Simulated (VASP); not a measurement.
A run of VASP 6.6.1:

The input INCAR:

```
PREC = Accurate ; ENCUT = 520
EDIFF = 1E-6 ; ISMEAR = 0
SIGMA = 0.1 ; LREAL = F
LASPH = T ; NELM = 100
ALGO = Normal ; ISIF = 2
LWAVE = F ; LCHARG = F
GGA = PE ; NBANDS = 22
```

KPOINTS

```
Automatic mesh
0
Gamma
  12 12 10
```

POSCAR

```
ReCl
1.0
    3.7942112650      0.0000000000      0.0000000000
    0.0000000000      3.7942112650      0.0000000000
    0.0000000000      0.0000000000      4.4680016781
Re Cl
2 2
Direct
    0.0000000000      0.5000000000      0.3793122402
    0.5000000000      0.0000000000      0.6206877598
    0.0000000000      0.0000000000      0.0000000000
    0.5000000000      0.5000000000      0.0000000000
```

Potentials or basis: VASP PAW PBE potentials, release 64 (Re, Cl).

Command:

```console
$ cat potpaw_PBE.64/Re/POTCAR potpaw_PBE.64/Cl/POTCAR > POTCAR
$ mpirun -np 1 vasp_std > vasp.out
```

Hardware: 1 thread of Intel(R) Xeon(R) 6975P-C (Granite Rapids), with other jobs on the host.

**Question.** How long does it take, and how much memory?

**Answer.** Wall time 80 s on 1 thread of Intel(R) Xeon(R) 6975P-C (Granite Rapids), with other jobs on the host, peak memory 0.33 GiB. Counts: scf iterations 12, k points 168.
